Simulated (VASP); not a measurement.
**Mg9O8 (a cell with a defect): single point with PBE**

System: Mg9O8 (a cell with a defect).

```
Mg O
1.0
     0.00000    4.21600    4.21600
     4.21600    0.00000    4.21600
     4.21600    4.21600    0.00000
Mg O
9 8
Cartesian
  -0.0268 -0.0248 -0.0265
  2.1120 2.0863 -0.0056
  2.1140 -0.0135 2.1149
  4.3761 1.9635 1.9526
  -0.0061 2.0868 2.1127
  1.9207 4.4055 1.9193
  1.9512 1.9625 4.3786
  4.4520 4.4453 4.4510
  3.2001 3.2777 3.2029
  2.1367 2.1086 2.1369
  4.2771 4.1964 1.9958
  4.2039 2.0445 4.2056
  6.3889 4.1510 4.1494
  1.9935 4.1975 4.2808
  4.1633 6.3867 4.1640
  4.1496 4.1517 6.3891
  6.3787 6.3847 6.3801
```

```yaml
Program: VASP 6.6.1
Task: single point
Functional: PBE
Potentials_or_basis: VASP PAW PBE potentials, release 64 (Mg, O)
Cutoff: 520 eV
k_mesh: 2 × 2 × 2
Occupations: gaussian, width 0.02 eV
Spin: no spin polarisation
```

```json
{"Pressure": "41.8 GPa", "Largest force": "0.058 eV/Å", "Band gap on the k mesh": "zero (bands 33 and 34 overlap by 0.48 eV)"}
```

Forces on the atoms (eV/Å):
```
Mg  -0.003 -0.001 -0.002
Mg   0.007 -0.003 -0.026
Mg   0.002 -0.023 -0.002
Mg   0.017 -0.003  0.000
Mg  -0.027  0.002  0.007
Mg   0.015  0.000  0.028
Mg   0.009  0.018  0.005
Mg  -0.021 -0.008 -0.007
Mg  -0.014  0.020  0.010
O   -0.019 -0.022 -0.014
O    0.031  0.025 -0.042
O    0.020 -0.032  0.017
O    0.013  0.016  0.001
O   -0.029  0.014  0.018
O    0.006 -0.004  0.005
O    0.002  0.015  0.010
O   -0.008 -0.015 -0.009
```

Stress tensor (GPa, compression positive):
```
42.61  0.68  0.63
 0.68 40.15  0.62
 0.63  0.62 42.65
```

Levels at points of the mesh, in eV from the Fermi level:
```csv
k point,band 29,band 30,band 31,band 32,band 33,band 34,band 35,band 36,band 37,band 38
"(0.00, 0.00, 0.00)",-7.15,-6.75,-6.74,-6.68,-2.39,-0.06,0.66,0.81,0.90,1.50
"(0.50, 0.00, 0.00)",-7.12,-7.06,-6.92,-6.89,-0.38,0.06,1.14,1.67,2.17,2.92
"(0.00, 0.50, 0.00)",-7.08,-7.02,-6.98,-6.94,-0.38,-0.12,1.18,1.70,2.27,2.71
"(0.00, 0.00, 0.50)",-7.12,-7.06,-6.93,-6.90,-0.38,0.06,1.14,1.67,2.17,2.93
"(0.50, 0.50, 0.50)",-7.07,-7.04,-7.00,-7.00,-0.27,-0.23,1.37,1.68,2.09,2.44
"(0.50, 0.50, 0.00)",-7.34,-7.28,-7.20,-7.10,0.25,0.52,1.51,2.02,2.22,3.04
"(0.00, 0.50, 0.50)",-7.34,-7.28,-7.20,-7.10,0.25,0.52,1.51,2.01,2.23,3.04
"(0.50, 0.00, 0.50)",-7.37,-7.29,-7.20,-7.13,0.15,0.69,1.48,1.75,2.37,2.97
```

Wall time 100 s on 1 thread of Intel(R) Xeon(R) 6975P-C (Granite Rapids), with other jobs on the host, peak memory 0.31 GiB.

Caveat: the k points lie up to 0.65 Å⁻¹ apart.
